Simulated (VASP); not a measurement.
Wanted: the native input for a VASP 6.6.1 run.

| Quantity | Value |
| --- | --- |
| Task | single point |
| Functional | RPBE |
| Potentials or basis | VASP PAW PBE potentials, release 64 (Na_pv) |
| Cutoff | 500 eV |
| k mesh | 8 × 8 × 8 |
| Occupations | fermi-dirac, width 0.1 eV |
| Spin | no spin polarisation |
| Dipole correction | no |
| Further INCAR settings | ALGO = Normal; EDIFF = 1e-06; NBANDS = 14 |

The structure of Na lies in POSCAR:

```
Na
1.0
    0.0000000000      3.9847805326      3.9847805326
    3.9847805326      0.0000000000      3.9847805326
    3.9847805326      3.9847805326      0.0000000000
Na
2
Direct
    0.1250000000      0.1250000000      0.1250000000
    0.8750000000      0.8750000000      0.8750000000
```

This isn't the form of Na at room conditions, which is bcc.

One way to write it, as run:

INCAR

```
PREC = Accurate
ENCUT = 500
EDIFF = 1E-6
ISMEAR = -1
SIGMA = 0.1
LREAL = F
LASPH = T
NELM = 120
ALGO = Normal
ISIF = 2
LWAVE = F
LCHARG = F
GGA = RP
NBANDS = 14
GGA_COMPAT = F
```

KPOINTS

```
regular mesh
0
Gamma
  8 8 8
```

Potentials or basis: VASP PAW PBE potentials, release 64 (Na_pv).

The run is started by

```console
$ cat potpaw_PBE.64/Na_pv/POTCAR > POTCAR
$ mpirun -np 1 vasp_std > vasp.out
```

It gave:

| Property | Result |
| --- | --- |
| Pressure | -0.2 GPa |
| Band gap on the k mesh | zero (bands 7 and 8 overlap by 0.54 eV) |

Caveat: the PAW data sets were made with another functional, which shifts forces and pressure a little.

It took 58 s on 1 thread of Intel Xeon 8259CL, on a shared host, peak memory 0.25 GiB.
